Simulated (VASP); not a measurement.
AsPb2:

```
CELL_PARAMETERS angstrom
0.00000 3.55995 3.55995
3.55995 0.00000 3.55995
3.55995 3.55995 0.00000
ATOMIC_POSITIONS crystal
As 0.00000 0.00000 0.00000
Pb 0.25000 0.25000 0.25000
Pb 0.75000 0.75000 0.75000
```

The cell was built from a structure type or drawn by symmetry, and may not be a known phase.

```yaml
Program: VASP 6.6.1
Task: relaxation of cell and atoms
Functional: PBE
Potentials_or_basis: VASP PAW PBE potentials, release 64 (As, Pb_d)
Cutoff: 500 eV
k_mesh: 12 × 12 × 12
Occupations: gaussian, width 0.1 eV
Spin: no spin polarisation
```

At the start: pressure 2.9 GPa; volume 30.08 Å³/atom.

Task: Where does the relaxation end?

Result: Over 3 steps the energy falls by 17.2 meV/atom and the volume is 32.11 Å³/atom (+6.8 %); space group Fm-3m (No. 225, to 0.1 Å) before and after.

Step by step:
```csv
step,energy change (eV),largest force (eV/Å),pressure (GPa),volume (Å³)
1,0.0000,0.0000,2.88,90.23
2,-0.0502,0.0000,-0.42,97.48
3,-0.0517,0.0000,0.01,96.34
```

Final structure:
```
CELL_PARAMETERS angstrom
0.00000 3.63856 3.63856
3.63856 0.00000 3.63856
3.63856 3.63856 0.00000
ATOMIC_POSITIONS crystal
As 0.00000 0.00000 0.00000
Pb 0.25000 0.25000 0.25000
Pb 0.75000 0.75000 0.75000
```
